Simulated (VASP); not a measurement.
# AlN (P6_3mc) in VASP: notebook

The runs below take AlN through single point, with LDA.

Everything below comes from runs of VASP 6.6.1. Logs are shortened: lines on timing, memory, paths and dates and some standing lists are left out, and cuts for length are marked.

**Measured values to compare with.**

From “Self-assembly of well-separated AlN nanowires directly on sputtered metallic TiN films”, 2019, arxiv:1910.07391, for a bulk crystal of AlN at 10 K: band gap 6.034 eV (an exciton energy, a little under the gap).

The results are compared with them further down.

## Step 1: The cell of the first run

It takes space group P6_3mc (No. 186, hexagonal). Conventional cell: a = 3.104 Å, b = 3.104 Å, c = 4.968 Å, α = 90.00°, β = 90.00°, γ = 120.00°. Within 2.5 Å of Al (site symmetry 3m) lie 4 N at 1.89 to 1.90 Å. Within 2.5 Å of N (site symmetry 3m) lie 4 Al at 1.89 to 1.90 Å.

## Step 2: Single point, LDA

Input file INCAR:

```
  ALGO = Normal
  EDIFF = 1E-6
  ENCUT = 520
  GGA = CA
  ISIF = 2
  ISMEAR = 0
  LASPH = T
  LCHARG = T
  LELF = T
  LREAL = F
  LVHAR = T
  LWAVE = F
  NBANDS = 16
  NELM = 100
  PREC = Accurate
  SIGMA = 0.01
```

Input file KPOINTS:

```
k-points
0
Gamma
  8 8 6
```

Input file POSCAR:

```
AlN
1.0
    3.1042169284      0.0000000000      0.0000000000
   -1.5521084642      2.6883307189      0.0000000000
    0.0000000000      0.0000000000      4.9679684501
Al N
2 2
Direct
    0.3333333333      0.6666666667     -0.0009357960
    0.6666666667      0.3333333333      0.4990642040
    0.3333333333      0.6666666667      0.3809357960
    0.6666666667      0.3333333333      0.8809357960
```

Potentials or basis: VASP PAW LDA potentials, release 64 (Al, N).

Command:

```
$ cat potpaw_LDA.64/Al/POTCAR potpaw_LDA.64/N/POTCAR > POTCAR
$ mpirun -np 1 vasp_std > vasp.out
```

OUTCAR:

```text
EDIFF = 1E-6
   ENCUT = 520
   GGA = CA
   ISIF = 2
   ISMEAR = 0
   LASPH = T
   LREAL = F
   NELM = 100
   PREC = Accurate

 ion  position               nearest neighbor table
   1  0.333  0.667  0.999-   4 1.89   4 1.89   4 1.89   3 1.90   2 3.06   2 3.06   2 3.06   2 3.06
                             2 3.06   2 3.06
   2  0.667  0.333  0.499-   3 1.89   3 1.89   3 1.89   4 1.90   1 3.06   1 3.06   1 3.06   1 3.06
                             1 3.06   1 3.06
   3  0.333  0.667  0.381-   2 1.89   2 1.89   2 1.89   1 1.90
   4  0.667  0.333  0.881-   1 1.89   1 1.89   1 1.89   2 1.90

  LATTYP: Found a hexagonal cell.
 ALAT       =     3.1042169284
 C/A-ratio  =     1.6003934534

  Lattice vectors:

 A1 = (   3.1042169284,   0.0000000000,   0.0000000000)
 A2 = (  -1.5521084642,   2.6883307189,   0.0000000000)
 A3 = (   0.0000000000,   0.0000000000,   4.9679684501)

Analysis of symmetry for initial positions (statically):
=====================================================================
 Subroutine PRICEL returns:
 Original cell was already a primitive cell.

 Routine SETGRP: Setting up the symmetry group for a
 hexagonal supercell.

 Subroutine GETGRP returns: Found 12 space group operations
 (whereof  6 operations were pure point group operations)
 out of a pool of 24 trial point group operations.

The static configuration has the point symmetry C_3v.
 The point group associated with its full space group is C_6v.

Analysis of symmetry for dynamics (positions and initial velocities):
=====================================================================
 Subroutine PRICEL returns:
 Original cell was already a primitive cell.

 Routine SETGRP: Setting up the symmetry group for a
 hexagonal supercell.

 Subroutine GETGRP returns: Found 12 space group operations
 (whereof  6 operations were pure point group operations)
 out of a pool of 24 trial point group operations.

The dynamic configuration has the point symmetry C_3v.
 The point group associated with its full space group is C_6v.

 Subroutine INISYM returns: Found 12 space group operations
 (whereof  6 operations are pure point group operations),
 and found     1 'primitive' translations

----------------------------------------------------------------------------------------

                                     Primitive cell

  volume of cell :      41.4585

  direct lattice vectors                    reciprocal lattice vectors
     3.104216928  0.000000000  0.000000000     0.322142435  0.185989022  0.000000000
    -1.552108464  2.688330719  0.000000000     0.000000000  0.371978043  0.000000000
     0.000000000  0.000000000  4.967968450     0.000000000  0.000000000  0.201289523

  length of vectors
     3.104216928  3.104216928  4.967968450     0.371978043  0.371978043  0.201289523

  position of ions in fractional coordinates (direct lattice)
     0.333333333  0.666666667  0.999064204
     0.666666667  0.333333333  0.499064204
     0.333333333  0.666666667  0.380935796
     0.666666667  0.333333333  0.880935796

  ion indices of the primitive-cell ions
   primitive index   ion index
                 1           1
                 2           2
                 3           3
                 4           4

----------------------------------------------------------------------------------------

 KPOINTS: k-points

Automatic generation of k-mesh.
 Grid dimensions read from file:
 generate k-points for:    8    8    6

 Generating k-lattice:

  Cartesian coordinates                     Fractional coordinates (reciprocal lattice)
     0.040267804  0.023248628  0.000000000     0.125000000  0.000000000  0.000000000
     0.000000000  0.046497255  0.000000000     0.000000000  0.125000000  0.000000000
     0.000000000  0.000000000  0.033548254     0.000000000  0.000000000  0.166666667

  Length of vectors
     0.046497255  0.046497255  0.033548254

  Shift w.r.t. Gamma in fractional coordinates (k-lattice)
     0.000000000  0.000000000  0.000000000

 Subroutine IBZKPT returns following result:
 ===========================================

 Found     40 irreducible k-points:

 Following reciprocal coordinates:
            Coordinates               Weight
  0.000000  0.000000  0.000000      1.000000
  0.125000  0.000000  0.000000      6.000000
  0.250000  0.000000  0.000000      6.000000
  0.375000  0.000000  0.000000      6.000000
  0.500000  0.000000  0.000000      3.000000
  0.125000  0.125000  0.000000      6.000000
[... 16 lines left out ...]
  0.250000  0.000000  0.333333     12.000000
  0.375000  0.000000  0.333333     12.000000
 [... further k-points ...]
   k-points           NKPTS =     40   k-points in BZ     NKDIM =     40   number of bands    NBANDS=     16
   number of dos      NEDOS =    301   number of ions     NIONS =      4
   total plane-waves  NPLWV =  23040
   dimension x,y,z NGX =    24 NGY =   24 NGZ =   40
   dimension x,y,z NGXF=    48 NGYF=   48 NGZF=   80
   ions per type =               2   2
   NGX,Y,Z   is equivalent  to a cutoff of  12.85, 12.85, 13.39 a.u.
   NGXF,Y,Z  is equivalent  to a cutoff of  25.71, 25.71, 26.77 a.u.
 SYSTEM =  unknown system
   PREC   = accura    normal or accurate (medium, high low for compatibility)
   ISTART =      0    job   : 0-new  1-cont  2-samecut
   ICHARG =      2    charge: 1-file 2-atom 10-const
   ISPIN  =      1    spin polarized calculation?
   LNONCOLLINEAR =      F non collinear calculations
   LSORBIT =      F    spin-orbit coupling
   LASPH  =      T    aspherical Exc in radial PAW
   ENCUT  =  520.0 eV  38.22 Ry    6.18 a.u.   5.77  5.77  9.24*2*pi/ulx,y,z
   NELM   =    100;   NELMIN=  2; NELMDL= -5     # of ELM steps
   EDIFF  = 0.1E-05   stopping-criterion for ELM
   LREAL  =      F    real-space projection
   EDIFFG = 0.1E-04   stopping-criterion for IOM
   NSW    =      0    number of steps for IOM
   IBRION =     -1    ionic relax: 0-MD 1-quasi-New 2-CG
   NFREE  =      0    steps in history (QN), initial steepest desc. (CG)
   ISIF   =      2    stress and relaxation
   ISYM   =      2    0-nonsym 1-usesym 2-fastsym
   POTIM  = 0.5000    time-step for ionic-motion
   TEBEG  =    0.0;   TEEND  =   0.0 temperature during run
   PSTRESS=    0.0 pullay stress
   NELECT =      16.0000    total number of electrons
   NUPDOWN=      -1.0000    fix difference up-down
   EMIN   =  10.00;   EMAX   =-10.00  energy-range for DOS
   EFERMI =   0.00;   METHOD = LEGACY
   ISMEAR =     0;   SIGMA  =   0.01  broadening in eV -4-tet -1-fermi 0-gaus
   EFERMI_NEDOS =   21; number of points for ismear=-14 and -15
   IALGO  =     38    algorithm
   IMIX   =      4    mixing-type and parameters
     AMIX     =   0.40;   BMIX     =  1.00
     AMIX_MAG =   1.60;   BMIX_MAG =  1.00
  volume/ion in A,a.u.               =      10.36        69.94
  Fermi-wavevector in a.u.,A,eV,Ry     =   1.191910  2.252384 19.329124  1.420651
  Thomas-Fermi vector in A             =   2.327961
   LORBIT       =      0    0 simple, 1 ext, 2 COOP (PROOUT), +10 PAW based schemes
   GGA     = CA    functional components
   LHFCALC =     F    Hartree Fock is set to
   AEXX    =    0.0000 exact exchange contribution
   IVDW    =     0    specifies the selected vdW correction
   LEPSILON=     F    determine dielectric tensor
   LRPA    =     F    only Hartree local field effects (RPA)
 non-spin polarized calculation
 Gauss-broadening in eV      SIGMA  =   0.01
  energy-cutoff  :      520.00
  volume of cell :       41.46
 maximum number of plane-waves:      1132
 NGX is ok and might be reduce to    24
   NGX = 11   NGY = 11   NGZ = 19

 number of electron      15.9999999 magnetization

 Free energy of the ion-electron system (eV)
  ---------------------------------------------------
  ext. energy  EPLUGINS =         0.00000000
  ---------------------------------------------------
  free energy    TOTEN  =       -32.83770118 eV

  energy without entropy =      -32.83770118  energy(sigma->0) =      -32.83770118

 E-fermi :   6.0786     XC(G=0): -11.2778

 val. band max:        5.9670225687   @ k =   0.0000   0.0000   0.0000
 cond. band min:      10.2583090775   @ k =   0.0000   0.0000   0.0000
 fundamental gap:      4.2912865088
 Fermi energy:         6.0786442644

 k-point     1 :       0.0000    0.0000    0.0000
  band No.  band energies     occupation
      1      -9.1127      2.00000
      2      -6.8664      2.00000
      3      -0.1175      2.00000
      4       5.0863      2.00000
      5       5.0863      2.00000
      6       5.7445      2.00000
[... 8 lines left out ...]
     15      18.9493      0.00000
     16      18.9493      0.00000

 k-point     2 :       0.1250    0.0000    0.0000
  band No.  band energies     occupation
      1      -8.9091      2.00000
      2      -6.7514      2.00000
      3       0.1206      2.00000
      4       4.2058      2.00000
      5       4.8386      2.00000
      6       4.9286      2.00000
[... 8 lines left out ...]
     15      18.6732      0.00000
     16      18.9062      0.00000

 k-point     3 :       0.2500    0.0000    0.0000
  band No.  band energies     occupation
      1      -8.3391      2.00000
      2      -6.4789      2.00000
      3       0.8056      2.00000
      4       2.4624      2.00000
      5       3.4906      2.00000
      6       4.3665      2.00000
[... 8 lines left out ...]
     15      17.9495      0.00000
     16      19.1032      0.00000

 k-point     4 :       0.3750    0.0000    0.0000
  band No.  band energies     occupation
      1      -7.5612      2.00000
      2      -6.2826      2.00000
      3       0.9964      2.00000
      4       1.8106      2.00000
      5       2.2625      2.00000
      6       3.9828      2.00000
[... 8 lines left out ...]
     15      18.1193      0.00000
     16      20.6678      0.00000
[... 324 lines left out ...]
 k-point    22 :       0.1250    0.0000    0.3333
  band No.  band energies     occupation
      1      -8.4923      2.00000
      2      -7.4557      2.00000
      3       1.3731      2.00000
      4       3.7168      2.00000
      5       4.5544      2.00000
      6       5.0385      2.00000
[... 8 lines left out ...]
     15      18.1032      0.00000
     16      18.2364      0.00000

 k-point    23 :       0.2500    0.0000    0.3333
  band No.  band energies     occupation
      1      -7.9608      2.00000
      2      -7.0537      2.00000
      3       1.3687      2.00000
      4       2.4998      2.00000
      5       3.5200      2.00000
      6       4.6242      2.00000
[... 8 lines left out ...]
     15      18.1907      0.00000
     16      19.0546      0.00000

 k-point    24 :       0.3750    0.0000    0.3333
  band No.  band energies     occupation
      1      -7.2665      2.00000
      2      -6.6266      2.00000
      3       0.6102      2.00000
      4       1.2706      2.00000
      5       3.5025      2.00000
      6       4.2738      2.00000
[... 8 lines left out ...]
     15      18.0603      0.00000
     16      19.9604      0.00000

 [... further k-points ...]
[... 5 lines left out ...]
  --------------------------------------------------------------------------------------
  -------------------------------------------------------------------------------------
  Total       -0.6731244     -0.6731244     -0.6016968      0.0000000      0.0000000      0.0000000
  in kB      -26.0131126    -26.0131126    -23.2527708      0.0000000      0.0000000      0.0000000
  external PRESSURE =     -25.0929987 kB  Pullay stress =       0.0000000 kB

 VOLUME and BASIS-vectors are now :
 -----------------------------------------------------------------------------
  energy-cutoff  :      520.00
  volume of cell :       41.46
      direct lattice vectors                 reciprocal lattice vectors
     3.104216928  0.000000000  0.000000000     0.322142435  0.185989022  0.000000000
    -1.552108464  2.688330719  0.000000000     0.000000000  0.371978043  0.000000000
     0.000000000  0.000000000  4.967968450     0.000000000  0.000000000  0.201289523

 POSITION                                       TOTAL-FORCE (eV/Angst)
 -----------------------------------------------------------------------------------
     -0.00000      1.79222      4.96332        -0.000000      0.000000     -0.001477
      1.55211      0.89611      2.47934         0.000000     -0.000000     -0.001477
     -0.00000      1.79222      1.89248         0.000000     -0.000000      0.001477
      1.55211      0.89611      4.37646        -0.000000     -0.000000      0.001477
 -----------------------------------------------------------------------------------
    total drift:                               -0.000000      0.000000     -0.000423

  FREE ENERGIE OF THE ION-ELECTRON SYSTEM (eV)
  ---------------------------------------------------
  free  energy   TOTEN  =       -32.8377011838 eV

  energy  without entropy=      -32.8377011838  energy(sigma->0) =      -32.83770118
```

Run time: 16 s. Hardware: 1 thread of Intel Xeon 6975P-C, shared host; peak memory 0.15 GiB.

Results:

| Item | Value |
| --- | --- |
| Free energy | -32.8377 eV |
| Pressure | -2.5 GPa |
| Band gap on the k mesh | 4.29 eV, direct |

Stress tensor (GPa, compression positive):
```
-2.60  0.00  0.00
 0.00 -2.60  0.00
 0.00  0.00 -2.33
```

Levels at points of the mesh, in eV from the valence-band top:
```csv
k point,band 4,band 5,band 6,band 7,band 8,band 9,band 10,band 11,band 12,band 13
"(0.00, 0.00, 0.00)",-0.88,-0.88,-0.22,-0.22,0.00,4.29,6.60,10.53,10.99,10.99
"(0.50, 0.00, 0.00)",-4.22,-3.40,-2.13,-1.82,-0.70,5.67,5.70,8.14,10.19,10.77
"(0.00, 0.00, 0.50)",-3.35,-0.56,-0.56,-0.56,-0.56,6.48,6.48,10.20,10.20,11.31
"(0.50, 0.00, 0.50)",-5.69,-1.49,-1.49,-1.38,-1.38,5.21,5.21,9.12,9.12,11.74
```

## Step 3: Single point, LDA (z stretched by -0.5 %, x and y held)

Input file INCAR:

```
ALGO     = Normal         # electronic algorithm
EDIFF    = 1E-6           # SCF threshold, eV
ENCUT    = 520            # plane-wave cutoff, eV
ISIF     = 2              # what is computed and relaxed
ISMEAR   = 0              # smearing method
LASPH    = True           # aspherical terms in the spheres
LCHARG   = True           # write CHGCAR
LELF     = True           # ELF
LREAL    = False          # projectors in reciprocal space
LVHAR    = True         
LWAVE    = False          # write WAVECAR
NBANDS   = 16             # bands
NELM     = 100            # most SCF steps
PREC     = Accurate       # precision mode
SIGMA    = 0.01           # smearing width, eV
```

KPOINTS is that of step 2.

Input file POSCAR:

```
AlN
1.0
    3.0887730631      0.0000000000      0.0000000000
   -1.5443865316      2.6749559392      0.0000000000
    0.0000000000      0.0000000000      4.9185359282
Al N
2 2
Direct
    0.3333333333      0.6666666667     -0.0014898535
    0.6666666667      0.3333333333      0.4985101465
    0.3333333333      0.6666666667      0.3814898535
    0.6666666667      0.3333333333      0.8814898535
```

Potentials or basis: VASP PAW LDA potentials, release 64 (Al, N).

Command:

```
$ cat potpaw_LDA.64/Al/POTCAR potpaw_LDA.64/N/POTCAR > POTCAR
$ mpirun -np 1 vasp_std > vasp.out
```

Run time: 14 s. Hardware: 1 thread of Intel Xeon 6975P-C, shared host; peak memory 0.14 GiB.

Results (log left out):

```
Free energy            : -32.8389 eV
Pressure               : 1.6 GPa
Largest force          : 0.003 eV/Å
Band gap on the k mesh : 4.44 eV, direct
```

Forces on the atoms (eV/Å):
```
Al   0.000  0.000 -0.003
Al   0.000  0.000 -0.003
N    0.000  0.000  0.003
N    0.000  0.000  0.003
```

Stress tensor (GPa, compression positive):
```
1.20 0.00 0.00
0.00 1.20 0.00
0.00 0.00 2.48
```

Levels at points of the mesh, in eV from the valence-band top:
```csv
k point,band 4,band 5,band 6,band 7,band 8,band 9,band 10,band 11,band 12,band 13
"(0.00, 0.00, 0.00)",-0.95,-0.95,-0.28,-0.28,0.00,4.44,6.69,10.70,11.05,11.05
"(0.50, 0.00, 0.00)",-4.29,-3.48,-2.21,-1.87,-0.75,5.68,5.74,8.28,10.30,10.83
"(0.00, 0.00, 0.50)",-3.38,-0.62,-0.62,-0.62,-0.62,6.60,6.60,10.35,10.35,11.37
"(0.50, 0.00, 0.50)",-5.81,-1.56,-1.56,-1.41,-1.41,5.26,5.26,9.21,9.21,11.95
```

Caveat: the cell differs from its parent crystal (z stretched by -0.5 %, x and y held).

## Step 4: Single point, LDA (z stretched by +0.5 %, x and y held)

Input file INCAR:

```
  ALGO = Normal
  EDIFF = 1E-6
  ENCUT = 520
  ISIF = 2
  ISMEAR = 0
  LASPH = True
  LCHARG = False
  LREAL = False
  LWAVE = False
  NBANDS = 16
  NELM = 100
  PREC = Accurate
  SIGMA = 0.01
```

KPOINTS is that of step 3.

Input file POSCAR:

```
AlN
1.0
    3.0887730631      0.0000000000      0.0000000000
   -1.5443865316      2.6749559392      0.0000000000
    0.0000000000      0.0000000000      4.9679684501
Al N
2 2
Direct
    0.3333333333      0.6666666667     -0.0004972691
    0.6666666667      0.3333333333      0.4995027309
    0.3333333333      0.6666666667      0.3804972691
    0.6666666667      0.3333333333      0.8804972691
```

Command:

```
$ cat potpaw_LDA.64/Al/POTCAR potpaw_LDA.64/N/POTCAR > POTCAR
$ mpirun -np 1 vasp_std > vasp.out
```

Wall time 15 s (1 thread of Intel Xeon 6975P-C, shared host); peak memory 0.15 GiB.

The run converged. Its results:

```
Free energy            : -32.8407 eV
Pressure               : -0.4 GPa
Band gap on the k mesh : 4.41 eV, direct
```

Stress tensor (GPa, compression positive):
```
 0.05  0.00  0.00
 0.00  0.05  0.00
 0.00  0.00 -1.27
```

Levels at points of the mesh, in eV from the valence-band top:
```
           k point  band 4  band 5  band 6  band 7  band 8  band 9  band 10  band 11  band 12  band 13
(0.00, 0.00, 0.00)   -0.83   -0.83   -0.18   -0.18    0.00    4.41     6.76    10.61    11.14    11.14
(0.50, 0.00, 0.00)   -4.23   -3.40   -2.08   -1.81   -0.68    5.71     5.76     8.26    10.28    10.87
(0.00, 0.00, 0.50)   -3.36   -0.51   -0.51   -0.51   -0.51    6.61     6.61    10.29    10.29    11.46
(0.50, 0.00, 0.50)   -5.69   -1.46   -1.46   -1.38   -1.38    5.26     5.26     9.21     9.21    11.87
```

Caveat: the cell differs from its parent crystal (z stretched by +0.5 %, x and y held). A k mesh can miss the band edges.

## Step 5: Summary

```tsv
cell	gap on the mesh (eV)	pressure (GPa)
a = 3.104, b = 3.104, c = 4.968 Å, angles 90.0, 90.0, 120.0°, 4 atoms	4.29	-2.5
a = 3.089, b = 3.089, c = 4.919 Å, angles 90.0, 90.0, 120.0°, 4 atoms	4.44	1.6
a = 3.089, b = 3.089, c = 4.968 Å, angles 90.0, 90.0, 120.0°, 4 atoms	4.41	-0.4
```

Alike in all rows: task single point; level LDA; potentials or basis VASP PAW LDA potentials, release 64 (Al, N); no spin polarisation; k mesh 8 × 8 × 6; cutoff (eV) 520; smearing gaussian 0.01 eV.

Absolute energies hang on the potentials; compare differences alone.

## Step 6: Against experiment

Step 2. A measured gap of AlN is 6.034 eV (an exciton energy, a little under the gap; 10 K; quoted in “Self-assembly of well-separated AlN nanowires directly on sputtered metallic TiN films”, 2019, arxiv:1910.07391); the calculated 4.29 eV misses it by -1.74 eV. 2 values of this kind are on record (6.034 to 6.0343 eV); this one was drawn at random. The value is that of LDA on a finite k mesh, which can miss the band edges, without temperature or zero-point motion. Semilocal functionals fall short of measured gaps as a rule.
